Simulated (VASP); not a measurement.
# Nb (Im-3m) in VASP: further runs

The runs below take Nb through relaxation of cell and atoms, single point, with PBEsol.

Everything below comes from runs of VASP 6.6.1. Logs are shortened: lines on timing, memory, paths and dates and some standing lists are left out, and cuts for length are marked.

## Step 1: The cell of the first run

It takes space group Im-3m (No. 229, cubic). The conventional cell has a = 3.276 Å, b = 3.276 Å, c = 3.276 Å, α = 90.00°, β = 90.00°, γ = 90.00°. Within 3.7 Å of Nb (site symmetry m-3m) lie 14 Nb at 2.84 to 3.28 Å.

## Step 2: Relaxation of cell and atoms, PBEsol

Input file INCAR:

```
PREC = Accurate ; ENCUT = 600
EDIFF = 1E-6 ; ISMEAR = 0
SIGMA = 0.1 ; LREAL = False
LASPH = True ; NELM = 60
ALGO = Normal ; ISIF = 3
LWAVE = False ; LCHARG = False
GGA = PS ; IBRION = 2
NSW = 100 ; EDIFFG = -0.005
```

Input file KPOINTS:

```
Automatic mesh
0
Gamma
  18 18 18
```

Input file POSCAR:

```
Nb
1.0
   -1.6377937004      1.6377937004      1.6377937004
    1.6377937004     -1.6377937004      1.6377937004
    1.6377937004      1.6377937004     -1.6377937004
Nb
1
Direct
    0.0000000000      0.0000000000      0.0000000000
```

Potentials or basis: VASP PAW PBE potentials, release 64 (Nb_sv).

Command:

```
> cat potpaw_PBE.64/Nb_sv/POTCAR > POTCAR
> mpirun -np 1 vasp_std > vasp.out
```

OUTCAR:

```text
PREC = Accurate
   ENCUT = 600
   EDIFF = 1E-6
   ISMEAR = 0
   LREAL = False
   LASPH = True
   NELM = 60
   ISIF = 3
   GGA = PS
   IBRION = 2
   NSW = 100
   EDIFFG = -0.005

 ion  position               nearest neighbor table
   1  0.000  0.000  0.000-

  LATTYP: Found a body centered cubic cell.
 ALAT       =     3.2755874008

  Lattice vectors:

 A1 = (  -1.6377937004,   1.6377937004,   1.6377937004)
 A2 = (   1.6377937004,  -1.6377937004,   1.6377937004)
 A3 = (   1.6377937004,   1.6377937004,  -1.6377937004)

Analysis of symmetry for initial positions (statically):
=====================================================================
 Subroutine PRICEL returns:
 Original cell was already a primitive cell.

 Routine SETGRP: Setting up the symmetry group for a
 body centered cubic supercell.

 Subroutine GETGRP returns: Found 48 space group operations
 (whereof 48 operations were pure point group operations)
 out of a pool of 48 trial point group operations.

The static configuration has the point symmetry O_h .

Analysis of symmetry for dynamics (positions and initial velocities):
=====================================================================
 Subroutine PRICEL returns:
 Original cell was already a primitive cell.

 Routine SETGRP: Setting up the symmetry group for a
 body centered cubic supercell.

 Subroutine GETGRP returns: Found 48 space group operations
 (whereof 48 operations were pure point group operations)
 out of a pool of 48 trial point group operations.

The dynamic configuration has the point symmetry O_h .

 Subroutine INISYM returns: Found 48 space group operations
 (whereof 48 operations are pure point group operations),
 and found     1 'primitive' translations

----------------------------------------------------------------------------------------

                                     Primitive cell

  volume of cell :      17.5727

  direct lattice vectors                    reciprocal lattice vectors
    -1.637793700  1.637793700  1.637793700     0.000000000  0.305288755  0.305288755
     1.637793700 -1.637793700  1.637793700     0.305288755  0.000000000  0.305288755
     1.637793700  1.637793700 -1.637793700     0.305288755  0.305288755  0.000000000

  length of vectors
     2.836741901  2.836741901  2.836741901     0.431743498  0.431743498  0.431743498

  position of ions in fractional coordinates (direct lattice)
     0.000000000  0.000000000  0.000000000

  ion indices of the primitive-cell ions
   primitive index   ion index
                 1           1

----------------------------------------------------------------------------------------

 KPOINTS: Automatic mesh

Automatic generation of k-mesh.
 Grid dimensions read from file:
 generate k-points for:   18   18   18

 Generating k-lattice:

  Cartesian coordinates                     Fractional coordinates (reciprocal lattice)
     0.000000000  0.016960486  0.016960486     0.055555556  0.000000000  0.000000000
     0.016960486  0.000000000  0.016960486     0.000000000  0.055555556  0.000000000
     0.016960486  0.016960486  0.000000000     0.000000000  0.000000000  0.055555556

  Length of vectors
     0.023985750  0.023985750  0.023985750

  Shift w.r.t. Gamma in fractional coordinates (k-lattice)
     0.000000000  0.000000000  0.000000000

 Subroutine IBZKPT returns following result:
 ===========================================

 Found    195 irreducible k-points:

 Following reciprocal coordinates:
            Coordinates               Weight
  0.000000  0.000000  0.000000      1.000000
  0.055556  0.000000  0.000000     12.000000
  0.111111  0.000000  0.000000     12.000000
  0.166667  0.000000  0.000000     12.000000
  0.222222  0.000000  0.000000     12.000000
  0.277778  0.000000  0.000000     12.000000
[... 16 lines left out ...]
  0.333333  0.111111  0.000000     48.000000
  0.388889  0.111111  0.000000     48.000000
 [... further k-points ...]
   k-points           NKPTS =    195   k-points in BZ     NKDIM =    195   number of bands    NBANDS=     10
   number of dos      NEDOS =    301   number of ions     NIONS =      1
   total plane-waves  NPLWV =  13824
   dimension x,y,z NGX =    24 NGY =   24 NGZ =   24
   dimension x,y,z NGXF=    48 NGYF=   48 NGZF=   48
   ions per type =               1
   NGX,Y,Z   is equivalent  to a cutoff of  14.07, 14.07, 14.07 a.u.
   NGXF,Y,Z  is equivalent  to a cutoff of  28.13, 28.13, 28.13 a.u.
 SYSTEM =  unknown system
   PREC   = accura    normal or accurate (medium, high low for compatibility)
   ISTART =      0    job   : 0-new  1-cont  2-samecut
   ICHARG =      2    charge: 1-file 2-atom 10-const
   ISPIN  =      1    spin polarized calculation?
   LNONCOLLINEAR =      F non collinear calculations
   LSORBIT =      F    spin-orbit coupling
   LASPH  =      T    aspherical Exc in radial PAW
   ENCUT  =  600.0 eV  44.10 Ry    6.64 a.u.   5.67  5.67  5.67*2*pi/ulx,y,z
   NELM   =     60;   NELMIN=  2; NELMDL= -5     # of ELM steps
   EDIFF  = 0.1E-05   stopping-criterion for ELM
   LREAL  =      F    real-space projection
   EDIFFG = -.5E-02   stopping-criterion for IOM
   NSW    =    100    number of steps for IOM
   IBRION =      2    ionic relax: 0-MD 1-quasi-New 2-CG
   NFREE  =      1    steps in history (QN), initial steepest desc. (CG)
   ISIF   =      3    stress and relaxation
   ISYM   =      2    0-nonsym 1-usesym 2-fastsym
   POTIM  = 0.5000    time-step for ionic-motion
   TEBEG  =    0.0;   TEEND  =   0.0 temperature during run
   PSTRESS=    0.0 pullay stress
   NELECT =      13.0000    total number of electrons
   NUPDOWN=      -1.0000    fix difference up-down
   EMIN   =  10.00;   EMAX   =-10.00  energy-range for DOS
   EFERMI =   0.00;   METHOD = LEGACY
   ISMEAR =     0;   SIGMA  =   0.10  broadening in eV -4-tet -1-fermi 0-gaus
   EFERMI_NEDOS =   21; number of points for ismear=-14 and -15
   IALGO  =     38    algorithm
   IMIX   =      4    mixing-type and parameters
     AMIX     =   0.40;   BMIX     =  1.00
     AMIX_MAG =   1.60;   BMIX_MAG =  1.00
  volume/ion in A,a.u.               =      17.57       118.59
  Fermi-wavevector in a.u.,A,eV,Ry     =   1.480619  2.797965 29.827150  2.192234
  Thomas-Fermi vector in A             =   2.594631
   LORBIT       =      0    0 simple, 1 ext, 2 COOP (PROOUT), +10 PAW based schemes
   GGA     = PS    functional components
   LHFCALC =     F    Hartree Fock is set to
   AEXX    =    0.0000 exact exchange contribution
   IVDW    =     0    specifies the selected vdW correction
   LEPSILON=     F    determine dielectric tensor
   LRPA    =     F    only Hartree local field effects (RPA)
 conjugate gradient relaxation of ions
 non-spin polarized calculation
 Gauss-broadening in eV      SIGMA  =   0.10
  energy-cutoff  :      600.00
  volume of cell :       17.57
 maximum number of plane-waves:       603
   NGX = 11   NGY = 11   NGZ = 11

--------------------------------------- Ionic step        1  -------------------------------------------

 number of electron      13.0000001 magnetization

 Free energy of the ion-electron system (eV)
  ---------------------------------------------------
  ext. energy  EPLUGINS =         0.00000000
  ---------------------------------------------------
  free energy    TOTEN  =       -10.95560052 eV

  energy without entropy =      -10.94768980  energy(sigma->0) =      -10.95164516

------------------------ aborting loop because EDIFF is reached ----------------------------------------

  FORCE on cell =-STRESS in cart. coord.  units (eV):
  Direction    XX          YY          ZZ          XY          YZ          ZX
  --------------------------------------------------------------------------------------
  -------------------------------------------------------------------------------------
  Total       -0.0854849     -0.0854849     -0.0854849      0.0000000     -0.0000000     -0.0000000
  in kB       -7.7940346     -7.7940346     -7.7940346      0.0000000     -0.0000000     -0.0000000
  external PRESSURE =      -7.7940346 kB  Pullay stress =       0.0000000 kB
[... 55 lines left out ...]
  energy  without entropy=      -10.9473924909  energy(sigma->0) =      -10.95125955

--------------------------------------- Ionic step        3  -------------------------------------------

 number of electron      13.0000001 magnetization

 Free energy of the ion-electron system (eV)
  ---------------------------------------------------
  ext. energy  EPLUGINS =         0.00000000
  ---------------------------------------------------
  free energy    TOTEN  =       -10.95577977 eV

  energy without entropy =      -10.94793177  energy(sigma->0) =      -10.95185577

 E-fermi :  11.4361     XC(G=0): -12.7805

 val. band max:       11.4354950244   @ k =   0.2778   0.1111   0.0556
 cond. band min:      11.4397250447   @ k =   0.3333   0.1667   0.1667
 fundamental gap:      0.0042300203
 Fermi energy:        11.4360680356

 k-point     1 :       0.0000    0.0000    0.0000
  band No.  band energies     occupation
      1     -42.7851      2.00000
      2     -18.0349      2.00000
      3     -18.0349      2.00000
      4     -18.0349      2.00000
      5       5.4263      2.00000
      6      11.8072      0.00000
      7      11.8072      0.00000
      8      11.8072      0.00000
      9      14.8149      0.00000
     10      14.8149      0.00000
[... 287 lines left out ...]
 k-point    24 :       0.3889    0.1111    0.0000
  band No.  band energies     occupation
      1     -42.5068      2.00000
      2     -19.4392      2.00000
      3     -18.5483      2.00000
      4     -18.1148      2.00000
      5       7.9949      2.00000
      6       9.8415      2.00000
      7      12.6473      0.00000
      8      14.7130      0.00000
      9      15.8503      0.00000
     10      18.4620      0.00000

 [... further k-points ...]

------------------------ aborting loop because EDIFF is reached ----------------------------------------

  FORCE on cell =-STRESS in cart. coord.  units (eV):
  Direction    XX          YY          ZZ          XY          YZ          ZX
  --------------------------------------------------------------------------------------
  -------------------------------------------------------------------------------------
  Total       -0.0019674     -0.0019674     -0.0019674     -0.0000000      0.0000000      0.0000000
  in kB       -0.1801434     -0.1801434     -0.1801434     -0.0000000      0.0000000      0.0000000
  external PRESSURE =      -0.1801434 kB  Pullay stress =       0.0000000 kB
[... 16 lines left out ...]
  FREE ENERGIE OF THE ION-ELECTRON SYSTEM (eV)
  ---------------------------------------------------
  free  energy   TOTEN  =       -10.9557797726 eV

  energy  without entropy=      -10.9479317655  energy(sigma->0) =      -10.95185577

 reached required accuracy - stopping structural energy minimisation
```

It took 26 s on 1 thread of Intel Xeon 6975P-C (Granite Rapids), shared host; peak memory 0.17 GiB.

Results:

- Free energy: -10.9558 eV
- Relaxed volume: 17.50 Å³/atom
- Relaxed cell: a = 2.833 Å, b = 2.833 Å, c = 2.833 Å, α = 109.47°, β = 109.47°, γ = 109.47°
- Space group after relaxing (to 0.05 Å): Im-3m (No. 229)
- Energy gained by relaxing: 0.2 meV/atom
- Ionic steps: 3
- Pressure after relaxing: 0.0 GPa

Step by step:
| step | energy change (eV) | largest force (eV/Å) | pressure (GPa) | volume (Å³) |
| --- | --- | --- | --- | --- |
| 1 | 0.0000 | 0.0000 | -0.78 | 17.57 |
| 2 | 0.0005 | 0.0000 | 1.49 | 17.36 |
| 3 | -0.0002 | 0.0000 | -0.02 | 17.50 |

Final structure:
```
Nb
1.0
    -1.63547    1.63547    1.63547
     1.63547   -1.63547    1.63547
     1.63547    1.63547   -1.63547
Nb
1
Direct
  0.00000 0.00000 0.00000
```

Caveat: the PAW data sets were made with another functional, which shifts forces and pressure a little.

## Step 3: Single point, PBEsol

This run uses another cell than the first one, of 17.52 Å³/atom, 0.997 times its volume.

Input file INCAR:

```
ALGO = Normal
EDIFF = 1E-6
ENCUT = 520
GGA = PS
ISIF = 2
ISMEAR = 0
LASPH = True
LCHARG = False
LREAL = False
LWAVE = False
NBANDS = 12
NELM = 100
PREC = Accurate
SIGMA = 0.1
```

Input file KPOINTS:

```
k-points
0
Gamma
  18 18 18
```

Input file POSCAR:

```
Nb
1.0
   -1.6362222517      1.6362222517      1.6362222517
    1.6362222517     -1.6362222517      1.6362222517
    1.6362222517      1.6362222517     -1.6362222517
Nb
1
Direct
    0.0000000000      0.0000000000      0.0000000000
```

Potentials or basis: VASP PAW PBE potentials, release 64 (Nb_sv).

Command:

```
> cat potpaw_PBE.64/Nb_sv/POTCAR > POTCAR
> mpirun -np 1 vasp_std > vasp.out
```

OUTCAR:

```text
EDIFF = 1E-6
   ENCUT = 520
   GGA = PS
   ISIF = 2
   ISMEAR = 0
   LASPH = True
   LREAL = False
   NELM = 100
   PREC = Accurate

 ion  position               nearest neighbor table
   1  0.000  0.000  0.000-

  LATTYP: Found a body centered cubic cell.
 ALAT       =     3.2724445034

  Lattice vectors:

 A1 = (  -1.6362222517,   1.6362222517,   1.6362222517)
 A2 = (   1.6362222517,  -1.6362222517,   1.6362222517)
 A3 = (   1.6362222517,   1.6362222517,  -1.6362222517)

Analysis of symmetry for initial positions (statically):
=====================================================================
 Subroutine PRICEL returns:
 Original cell was already a primitive cell.

 Routine SETGRP: Setting up the symmetry group for a
 body centered cubic supercell.

 Subroutine GETGRP returns: Found 48 space group operations
 (whereof 48 operations were pure point group operations)
 out of a pool of 48 trial point group operations.

The static configuration has the point symmetry O_h .

[... 167 lines left out ...]
  band No.  band energies     occupation
      1     -42.8054      2.00000
      2     -18.0583      2.00000
      3     -18.0583      2.00000
      4     -18.0583      2.00000
      5       5.4100      2.00000
      6      11.7884      0.00000
      7      11.7884      0.00000
      8      11.7884      0.00000
      9      14.7915      0.00000
     10      14.7915      0.00000
     11      25.7195      0.00000
     12      25.7195      0.00000
[... 331 lines left out ...]
 k-point    24 :       0.3889    0.1111    0.0000
  band No.  band energies     occupation
      1     -42.5286      2.00000
      2     -19.4569      2.00000
      3     -18.5697      2.00000
      4     -18.1380      2.00000
      5       7.9806      2.00000
      6       9.8260      2.00000
      7      12.6237      0.00000
      8      14.6891      0.00000
      9      15.8238      0.00000
     10      18.4308      0.00000
     11      23.6470      0.00000
     12      24.2234      0.00000

 [... further k-points ...]

------------------------ aborting loop because EDIFF is reached ----------------------------------------

  FORCE on cell =-STRESS in cart. coord.  units (eV):
  Direction    XX          YY          ZZ          XY          YZ          ZX
  --------------------------------------------------------------------------------------
  -------------------------------------------------------------------------------------
  Total       -0.0330564     -0.0330564     -0.0330564      0.0000000      0.0000000     -0.0000000
  in kB       -3.0225912     -3.0225912     -3.0225912      0.0000000      0.0000000     -0.0000000
  external PRESSURE =      -3.0225912 kB  Pullay stress =       0.0000000 kB

 VOLUME and BASIS-vectors are now :
 -----------------------------------------------------------------------------
  energy-cutoff  :      520.00
  volume of cell :       17.52
      direct lattice vectors                 reciprocal lattice vectors
    -1.636222252  1.636222252  1.636222252     0.000000000  0.305581958  0.305581958
     1.636222252 -1.636222252  1.636222252     0.305581958  0.000000000  0.305581958
     1.636222252  1.636222252 -1.636222252     0.305581958  0.305581958  0.000000000

 POSITION                                       TOTAL-FORCE (eV/Angst)
 -----------------------------------------------------------------------------------
      0.00000      0.00000      0.00000         0.000000      0.000000      0.000000
 -----------------------------------------------------------------------------------
    total drift:                               -0.000000      0.000000      0.000000

  FREE ENERGIE OF THE ION-ELECTRON SYSTEM (eV)
  ---------------------------------------------------
  free  energy   TOTEN  =       -10.9555648120 eV

  energy  without entropy=      -10.9476959540  energy(sigma->0) =      -10.95163038
```

OSZICAR:

```text
N       E                     dE             d eps       ncg     rms          rms(c)
DAV:   1     0.117010737069E+03    0.11701E+03   -0.72822E+03  4712   0.109E+03
DAV:   2    -0.672769337764E+01   -0.12374E+03   -0.11938E+03  5032   0.392E+02
DAV:   3    -0.111584301824E+02   -0.44307E+01   -0.42390E+01  6740   0.656E+01
DAV:   4    -0.114175546413E+02   -0.25912E+00   -0.25670E+00  6452   0.142E+01
DAV:   5    -0.114283103774E+02   -0.10756E-01   -0.10751E-01  6844   0.240E+00    0.765E+00
DAV:   6    -0.110033170626E+02    0.42499E+00   -0.62626E-01  7528   0.999E+00    0.268E+00
DAV:   7    -0.109511773344E+02    0.52140E-01   -0.18741E-01  7732   0.539E+00    0.950E-01
DAV:   8    -0.109555043574E+02   -0.43270E-02   -0.12674E-02  5568   0.146E+00    0.408E-02
DAV:   9    -0.109555540375E+02   -0.49680E-04   -0.92266E-04  7596   0.292E-01    0.393E-02
DAV:  10    -0.109555688959E+02   -0.14858E-04   -0.20569E-05  5656   0.547E-02    0.160E-02
DAV:  11    -0.109555649921E+02    0.39038E-05   -0.60605E-06  6112   0.425E-02    0.311E-03
DAV:  12    -0.109555648120E+02    0.18006E-06   -0.26307E-07  3296   0.694E-03
   1 F= -.10955565E+02 E0= -.10951630E+02  d E =-.786886E-02
```

It took 12 s on 1 thread of Intel Xeon 6975P-C (Granite Rapids), shared host; peak memory 0.16 GiB.

What came out:

| Quantity | Value |
| --- | --- |
| Free energy | -10.9556 eV |
| Pressure | -0.3 GPa |

Levels at points of the mesh, in eV from the Fermi level:
| k point | band 4 | band 5 | band 6 | band 7 | band 8 | band 9 |
| --- | --- | --- | --- | --- | --- | --- |
| (0.00, 0.00, 0.00) | -29.47 | -6.01 | 0.37 | 0.37 | 0.37 | 3.38 |
| (0.50, 0.00, 0.00) | -29.49 | -3.84 | -1.73 | 2.44 | 3.43 | 4.13 |
| (0.50, 0.50, 0.50) | -30.49 | -3.88 | -3.88 | 5.85 | 5.85 | 5.85 |

Caveat: the PAW data sets were made with another functional, which shifts forces and pressure a little.

(Continued in part 2 of 2.)
